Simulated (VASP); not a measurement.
# AlN (P6_3mc) in VASP: notebook

The runs below take AlN through single point, relaxation of cell and atoms, with PBEsol.

Program: VASP 6.6.1. These are calculated values, not measurements. Logs are shortened: lines on timing, memory, paths and dates and some standing lists are left out, and cuts for length are marked.

**The experiment to reproduce.**

From “Self-assembly of well-separated AlN nanowires directly on sputtered metallic TiN films”, 2019, arxiv:1910.07391, for a bulk crystal of AlN at 10 K: band gap 6.034 eV (an exciton energy, a little under the gap).

The runs below are set against these values where they give the same quantity.

## Step 1: The cell of the first run

The structure is hexagonal, space group P6_3mc (No. 186). Conventional cell: a = 3.114 Å, b = 3.114 Å, c = 4.983 Å, α = 90.00°, β = 90.00°, γ = 120.00°. Al (site symmetry 3m) has 4 N at 1.89 to 1.90 Å within 2.5 Å. Within 2.5 Å of N (site symmetry 3m) lie 4 Al at 1.89 to 1.90 Å.

## Step 2: Single point, PBEsol

INCAR

```
  PREC = Accurate
  ENCUT = 520
  EDIFF = 1E-6
  ISMEAR = 0
  SIGMA = 0.05
  LREAL = F
  LASPH = T
  NELM = 60
  ALGO = Normal
  ISIF = 2
  LWAVE = F
  LCHARG = F
  GGA = PS
  NBANDS = 16
```

KPOINTS

```
Automatic mesh
0
Gamma
  12 12 8
```

POSCAR

```
AlN
1.0
    3.1138817556      0.0000000000      0.0000000000
   -1.5569408778      2.6967007047      0.0000000000
    0.0000000000      0.0000000000      4.9834380166
Al N
2 2
Direct
    0.3333333333      0.6666666667      0.0014889710
    0.6666666667      0.3333333333      0.5014889710
    0.3333333333      0.6666666667      0.3835110290
    0.6666666667      0.3333333333      0.8835110290
```

Potentials or basis: VASP PAW PBE potentials, release 64 (Al, N).

Started as:

```bash
$ cat potpaw_PBE.64/Al/POTCAR potpaw_PBE.64/N/POTCAR > POTCAR
$ mpirun -np 1 vasp_std > vasp.out
```

OUTCAR:

```text
PREC = Accurate
   ENCUT = 520
   EDIFF = 1E-6
   ISMEAR = 0
   LREAL = F
   LASPH = T
   NELM = 60
   ISIF = 2
   GGA = PS

 ion  position               nearest neighbor table
   1  0.333  0.667  0.001-   4 1.89   4 1.89   4 1.89   3 1.90   2 3.07   2 3.07   2 3.07   2 3.07
                             2 3.07   2 3.07
   2  0.667  0.333  0.501-   3 1.89   3 1.89   3 1.89   4 1.90   1 3.07   1 3.07   1 3.07   1 3.07
                             1 3.07   1 3.07
   3  0.333  0.667  0.384-   2 1.89   2 1.89   2 1.89   1 1.90
   4  0.667  0.333  0.884-   1 1.89   1 1.89   1 1.89   2 1.90

  LATTYP: Found a hexagonal cell.
 ALAT       =     3.1138817556
 C/A-ratio  =     1.6003941086

  Lattice vectors:

 A1 = (   3.1138817556,   0.0000000000,   0.0000000000)
 A2 = (  -1.5569408778,   2.6967007047,   0.0000000000)
 A3 = (   0.0000000000,   0.0000000000,   4.9834380166)

Analysis of symmetry for initial positions (statically):
=====================================================================
 Subroutine PRICEL returns:
 Original cell was already a primitive cell.

 Routine SETGRP: Setting up the symmetry group for a
 hexagonal supercell.

 Subroutine GETGRP returns: Found 12 space group operations
 (whereof  6 operations were pure point group operations)
 out of a pool of 24 trial point group operations.

The static configuration has the point symmetry C_3v.
 The point group associated with its full space group is C_6v.

Analysis of symmetry for dynamics (positions and initial velocities):
=====================================================================
 Subroutine PRICEL returns:
 Original cell was already a primitive cell.

 Routine SETGRP: Setting up the symmetry group for a
 hexagonal supercell.

 Subroutine GETGRP returns: Found 12 space group operations
 (whereof  6 operations were pure point group operations)
 out of a pool of 24 trial point group operations.

The dynamic configuration has the point symmetry C_3v.
 The point group associated with its full space group is C_6v.

 Subroutine INISYM returns: Found 12 space group operations
 (whereof  6 operations are pure point group operations),
 and found     1 'primitive' translations

----------------------------------------------------------------------------------------

                                     Primitive cell

  volume of cell :      41.8470

  direct lattice vectors                    reciprocal lattice vectors
     3.113881756  0.000000000  0.000000000     0.321142573  0.185411751  0.000000000
    -1.556940878  2.696700705  0.000000000     0.000000000  0.370823502  0.000000000
     0.000000000  0.000000000  4.983438017     0.000000000  0.000000000  0.200664681

  length of vectors
     3.113881756  3.113881756  4.983438017     0.370823502  0.370823502  0.200664681

  position of ions in fractional coordinates (direct lattice)
     0.333333333  0.666666667  0.001488971
     0.666666667  0.333333333  0.501488971
     0.333333333  0.666666667  0.383511029
     0.666666667  0.333333333  0.883511029

  ion indices of the primitive-cell ions
   primitive index   ion index
                 1           1
                 2           2
                 3           3
                 4           4

----------------------------------------------------------------------------------------

 KPOINTS: Automatic mesh

Automatic generation of k-mesh.
 Grid dimensions read from file:
 generate k-points for:   12   12    8

 Generating k-lattice:

  Cartesian coordinates                     Fractional coordinates (reciprocal lattice)
     0.026761881  0.015450979  0.000000000     0.083333333  0.000000000  0.000000000
     0.000000000  0.030901959  0.000000000     0.000000000  0.083333333  0.000000000
     0.000000000  0.000000000  0.025083085     0.000000000  0.000000000  0.125000000

  Length of vectors
     0.030901959  0.030901959  0.025083085

  Shift w.r.t. Gamma in fractional coordinates (k-lattice)
     0.000000000  0.000000000  0.000000000

 Subroutine IBZKPT returns following result:
 ===========================================

 Found     95 irreducible k-points:

 Following reciprocal coordinates:
            Coordinates               Weight
  0.000000  0.000000  0.000000      1.000000
  0.083333  0.000000  0.000000      6.000000
  0.166667  0.000000  0.000000      6.000000
  0.250000  0.000000  0.000000      6.000000
  0.333333  0.000000  0.000000      6.000000
  0.416667  0.000000  0.000000      6.000000
[... 16 lines left out ...]
  0.250000  0.000000  0.125000     12.000000
  0.333333  0.000000  0.125000     12.000000
 [... further k-points ...]
   k-points           NKPTS =     95   k-points in BZ     NKDIM =     95   number of bands    NBANDS=     16
   number of dos      NEDOS =    301   number of ions     NIONS =      4
   total plane-waves  NPLWV =  23040
   dimension x,y,z NGX =    24 NGY =   24 NGZ =   40
   dimension x,y,z NGXF=    48 NGYF=   48 NGZF=   80
   ions per type =               2   2
   NGX,Y,Z   is equivalent  to a cutoff of  12.81, 12.81, 13.34 a.u.
   NGXF,Y,Z  is equivalent  to a cutoff of  25.63, 25.63, 26.69 a.u.
 SYSTEM =  unknown system
   PREC   = accura    normal or accurate (medium, high low for compatibility)
   ISTART =      0    job   : 0-new  1-cont  2-samecut
   ICHARG =      2    charge: 1-file 2-atom 10-const
   ISPIN  =      1    spin polarized calculation?
   LNONCOLLINEAR =      F non collinear calculations
   LSORBIT =      F    spin-orbit coupling
   LASPH  =      T    aspherical Exc in radial PAW
   ENCUT  =  520.0 eV  38.22 Ry    6.18 a.u.   5.79  5.79  9.27*2*pi/ulx,y,z
   NELM   =     60;   NELMIN=  2; NELMDL= -5     # of ELM steps
   EDIFF  = 0.1E-05   stopping-criterion for ELM
   LREAL  =      F    real-space projection
   EDIFFG = 0.1E-04   stopping-criterion for IOM
   NSW    =      0    number of steps for IOM
   IBRION =     -1    ionic relax: 0-MD 1-quasi-New 2-CG
   NFREE  =      0    steps in history (QN), initial steepest desc. (CG)
   ISIF   =      2    stress and relaxation
   ISYM   =      2    0-nonsym 1-usesym 2-fastsym
   POTIM  = 0.5000    time-step for ionic-motion
   TEBEG  =    0.0;   TEEND  =   0.0 temperature during run
   PSTRESS=    0.0 pullay stress
   NELECT =      16.0000    total number of electrons
   NUPDOWN=      -1.0000    fix difference up-down
   EMIN   =  10.00;   EMAX   =-10.00  energy-range for DOS
   EFERMI =   0.00;   METHOD = LEGACY
   ISMEAR =     0;   SIGMA  =   0.05  broadening in eV -4-tet -1-fermi 0-gaus
   EFERMI_NEDOS =   21; number of points for ismear=-14 and -15
   IALGO  =     38    algorithm
   IMIX   =      4    mixing-type and parameters
     AMIX     =   0.40;   BMIX     =  1.00
     AMIX_MAG =   1.60;   BMIX_MAG =  1.00
  volume/ion in A,a.u.               =      10.46        70.60
  Fermi-wavevector in a.u.,A,eV,Ry     =   1.188211  2.245393 19.209318  1.411845
  Thomas-Fermi vector in A             =   2.324345
   LORBIT       =      0    0 simple, 1 ext, 2 COOP (PROOUT), +10 PAW based schemes
   GGA     = PS    functional components
   LHFCALC =     F    Hartree Fock is set to
   AEXX    =    0.0000 exact exchange contribution
   IVDW    =     0    specifies the selected vdW correction
   LEPSILON=     F    determine dielectric tensor
   LRPA    =     F    only Hartree local field effects (RPA)
 non-spin polarized calculation
 Gauss-broadening in eV      SIGMA  =   0.05
  energy-cutoff  :      520.00
  volume of cell :       41.85
 maximum number of plane-waves:      1152
 NGX is ok and might be reduce to    24
   NGX = 11   NGY = 11   NGZ = 19

 number of electron      15.9999997 magnetization

 Free energy of the ion-electron system (eV)
  ---------------------------------------------------
  ext. energy  EPLUGINS =         0.00000000
  ---------------------------------------------------
  free energy    TOTEN  =       -31.31243075 eV

  energy without entropy =      -31.31243075  energy(sigma->0) =      -31.31243075

 E-fermi :   6.2427     XC(G=0): -11.0991

 val. band max:        6.0507760183   @ k =   0.0000   0.0000   0.0000
 cond. band min:      10.1611568267   @ k =   0.0000   0.0000   0.0000
 fundamental gap:      4.1103808084
 Fermi energy:         6.2426552240

 k-point     1 :       0.0000    0.0000    0.0000
  band No.  band energies     occupation
      1      -9.1111      2.00000
      2      -6.9315      2.00000
      3       0.0007      2.00000
      4       5.1714      2.00000
      5       5.1714      2.00000
      6       5.8257      2.00000
[... 8 lines left out ...]
     15      19.0692      0.00000
     16      19.0692      0.00000

 k-point     2 :       0.0833    0.0000    0.0000
  band No.  band energies     occupation
      1      -9.0218      2.00000
      2      -6.8806      2.00000
      3       0.1066      2.00000
      4       4.7541      2.00000
      5       5.0531      2.00000
      6       5.4085      2.00000
[... 8 lines left out ...]
     15      19.1099      0.00000
     16      19.1421      0.00000

 k-point     3 :       0.1667    0.0000    0.0000
  band No.  band energies     occupation
      1      -8.7613      2.00000
      2      -6.7416      2.00000
      3       0.4189      2.00000
      4       3.7386      2.00000
      5       4.5287      2.00000
      6       4.7757      2.00000
[... 8 lines left out ...]
     15      18.2884      0.00000
     16      18.7108      0.00000

 k-point     4 :       0.2500    0.0000    0.0000
  band No.  band energies     occupation
      1      -8.3551      2.00000
      2      -6.5575      2.00000
      3       0.9195      2.00000
      4       2.5563      2.00000
      5       3.5622      2.00000
      6       4.4580      2.00000
[... 8 lines left out ...]
     15      18.0473      0.00000
     16      19.1959      0.00000

 k-point     5 :       0.3333    0.0000    0.0000
  band No.  band energies     occupation
      1      -7.8556      2.00000
      2      -6.4047      2.00000
      3       1.5028      2.00000
      4       1.5748      2.00000
      5       2.6972      2.00000
      6       4.1823      2.00000
[... 8 lines left out ...]
     15      18.0283      0.00000
     16      20.3064      0.00000

 k-point     6 :       0.4167    0.0000    0.0000
  band No.  band energies     occupation
      1      -7.3662      2.00000
      2      -6.3694      2.00000
      3       0.7976      2.00000
      4       2.0667      2.00000
      5       2.2826      2.00000
      6       3.9992      2.00000
[... 8 lines left out ...]
     15      18.4535      0.00000
     16      21.1149      0.00000
[... 267 lines left out ...]
 k-point    21 :       0.0833    0.0000    0.1250
  band No.  band energies     occupation
      1      -8.9618      2.00000
      2      -7.0001      2.00000
      3       0.3132      2.00000
      4       4.7831      2.00000
      5       5.0797      2.00000
      6       5.2345      2.00000
[... 8 lines left out ...]
     15      18.7376      0.00000
     16      18.9317      0.00000

 k-point    22 :       0.1667    0.0000    0.1250
  band No.  band energies     occupation
      1      -8.7034      2.00000
      2      -6.8505      2.00000
      3       0.5940      2.00000
      4       3.7821      2.00000
      5       4.3908      2.00000
      6       4.8084      2.00000
[... 8 lines left out ...]
     15      18.4083      0.00000
     16      18.8235      0.00000

 k-point    23 :       0.2500    0.0000    0.1250
  band No.  band energies     occupation
      1      -8.3012      2.00000
      2      -6.6483      2.00000
      3       1.0051      2.00000
      4       2.6588      2.00000
      5       3.4473      2.00000
      6       4.4958      2.00000
[... 8 lines left out ...]
     15      18.2370      0.00000
     16      19.2427      0.00000

 k-point    24 :       0.3333    0.0000    0.1250
  band No.  band energies     occupation
      1      -7.8086      2.00000
      2      -6.4701      2.00000
      3       1.1716      2.00000
      4       1.9964      2.00000
      5       2.6397      2.00000
      6       4.2236      2.00000
[... 8 lines left out ...]
     15      18.3022      0.00000
     16      20.2570      0.00000

 [... further k-points ...]

------------------------ aborting loop because EDIFF is reached ----------------------------------------

  FORCE on cell =-STRESS in cart. coord.  units (eV):
  Direction    XX          YY          ZZ          XY          YZ          ZX
  --------------------------------------------------------------------------------------
  -------------------------------------------------------------------------------------
  Total       -0.0055411     -0.0055411     -0.0038168      0.0000000      0.0000000      0.0000000
  in kB       -0.2121515     -0.2121515     -0.1461320      0.0000000      0.0000000      0.0000000
  external PRESSURE =      -0.1901450 kB  Pullay stress =       0.0000000 kB

 VOLUME and BASIS-vectors are now :
 -----------------------------------------------------------------------------
  energy-cutoff  :      520.00
  volume of cell :       41.85
      direct lattice vectors                 reciprocal lattice vectors
     3.113881756  0.000000000  0.000000000     0.321142573  0.185411751  0.000000000
    -1.556940878  2.696700705  0.000000000     0.000000000  0.370823502  0.000000000
     0.000000000  0.000000000  4.983438017     0.000000000  0.000000000  0.200664681

 POSITION                                       TOTAL-FORCE (eV/Angst)
 -----------------------------------------------------------------------------------
     -0.00000      1.79780      0.00742        -0.000000      0.000000      0.001329
      1.55694      0.89890      2.49914         0.000000      0.000000      0.001329
     -0.00000      1.79780      1.91120         0.000000      0.000000     -0.001329
      1.55694      0.89890      4.40292        -0.000000     -0.000000     -0.001329
 -----------------------------------------------------------------------------------
    total drift:                               -0.000000      0.000000      0.000641

  FREE ENERGIE OF THE ION-ELECTRON SYSTEM (eV)
  ---------------------------------------------------
  free  energy   TOTEN  =       -31.3124307530 eV

  energy  without entropy=      -31.3124307530  energy(sigma->0) =      -31.31243075
```

It took 56 s on 1 thread of Intel Xeon 8259CL, shared host; peak memory 0.19 GiB.

Results:

| Item | Value |
| --- | --- |
| Free energy | -31.3124 eV |
| Pressure | 0.0 GPa |
| Band gap on the k mesh | 4.11 eV |

Caveat: the PAW data sets were made with another functional, which shifts forces and pressure a little.

## Step 3: Relaxation of cell and atoms, PBEsol

This run uses another cell than the first one, of 10.54 Å³/atom.

INCAR

```
PREC = Accurate
ENCUT = 600
EDIFF = 1E-7
ISMEAR = 0
SIGMA = 0.05
LREAL = False
LASPH = True
NELM = 80
ALGO = Normal
ISIF = 3
LWAVE = False
LCHARG = False
GGA = PS
IBRION = 2
NSW = 80
EDIFFG = -0.01
```

KPOINTS is that of step 2.

POSCAR

```
AlN
1.0
    3.1213377828      0.0000000000      0.0000000000
   -1.5606688914      2.7031578137      0.0000000000
    0.0000000000      0.0000000000      4.9945383275
Al N
2 2
Direct
    0.3333333333      0.6666666667      0.0000000000
    0.6666666667      0.3333333333      0.5000000000
    0.3333333333      0.6666666667      0.3850000000
    0.6666666667      0.3333333333      0.8850000000
```

Potentials or basis: VASP PAW PBE potentials, release 64 (Al, N).

Started as:

```bash
$ cat potpaw_PBE.64/Al/POTCAR potpaw_PBE.64/N/POTCAR > POTCAR
$ mpirun -np 1 vasp_std > vasp.out
```

It took 3.8 min on 1 thread of Intel Xeon 8259CL, shared host; peak memory 0.21 GiB.

The run converged. Its results:

```yaml
Free_energy: -31.3162 eV
Relaxed_volume: 10.46 Å³/atom
Relaxed_cell: a = 3.114 Å, b = 3.114 Å, c = 4.982 Å, α = 90.00°, β = 90.00°, γ = 120.00°
Space_group_after_relaxing_to_0.1_Å: P6_3mc (No. 186)
Energy_gained_by_relaxing: 1.1 meV/atom
Ionic_steps: 5
Pressure_after_relaxing: -0.1 GPa
Largest_force_after_relaxing: 0.005 eV/Å
Band_gap_on_the_k_mesh: 4.12 eV
```

Forces on the atoms (eV/Å):
```
Al   0.000  0.000 -0.005
Al   0.000  0.000 -0.005
N    0.000  0.000  0.005
N    0.000  0.000  0.005
```

Stress tensor (GPa, compression positive):
```
-0.11  0.00  0.00
 0.00 -0.11  0.00
 0.00  0.00  0.02
```

Step by step:
```
step  energy change (eV)  largest force (eV/Å)  pressure (GPa)  volume (Å³)
   1              0.0000                0.1774           -1.58        42.14
   2             -0.0015                0.1050            1.46        41.51
   3             -0.0040                0.0268            0.09        41.78
   4             -0.0042                0.0113            0.01        41.80
   5             -0.0043                0.0050           -0.07        41.83
```

Final structure:
```cif
data_structure
_symmetry_space_group_name_H-M 'P 1'
_symmetry_Int_Tables_number 1
_cell_length_a 3.1136
_cell_length_b 3.1136
_cell_length_c 4.9818
_cell_angle_alpha 90.000
_cell_angle_beta 90.000
_cell_angle_gamma 120.000
_cell_volume 41.83
loop_
_atom_site_label
_atom_site_type_symbol
_atom_site_fract_x
_atom_site_fract_y
_atom_site_fract_z
_atom_site_occupancy
Al1 Al 0.33333 0.66667 0.00151 1
Al2 Al 0.66667 0.33333 0.50151 1
N1 N 0.33333 0.66667 0.38349 1
N2 N 0.66667 0.33333 0.88349 1
```

Levels at points of the mesh, in eV from the valence-band top:
```
           k point  band 4  band 5  band 6  band 7  band 8  band 9  band 10  band 11  band 12
(0.00, 0.00, 0.00)   -0.88   -0.88   -0.23   -0.23    0.00    4.11     6.55    10.50    11.02
(0.50, 0.00, 0.00)   -4.20   -3.38   -2.12   -1.81   -0.70    5.66     5.67     8.07    10.16
(0.00, 0.00, 0.50)   -3.36   -0.56   -0.56   -0.56   -0.56    6.37     6.37    10.20    10.20
(0.50, 0.00, 0.50)   -5.66   -1.49   -1.49   -1.38   -1.38    5.17     5.17     9.12     9.12
```

Caveat: the PAW data sets were made with another functional, which shifts forces and pressure a little.

## Step 4: Comparison with measurements

Step 2. A measured gap of AlN is 6.034 eV (an exciton energy, a little under the gap; 10 K; quoted in “Self-assembly of well-separated AlN nanowires directly on sputtered metallic TiN films”, 2019, arxiv:1910.07391); the calculated 4.11 eV misses it by -1.92 eV. 2 values of this kind are on record (6.034 to 6.0343 eV); this one was drawn at random. The value is that of PBEsol on a finite k mesh, which can miss the band edges, without temperature or zero-point motion. Semilocal functionals fall short of measured gaps as a rule.
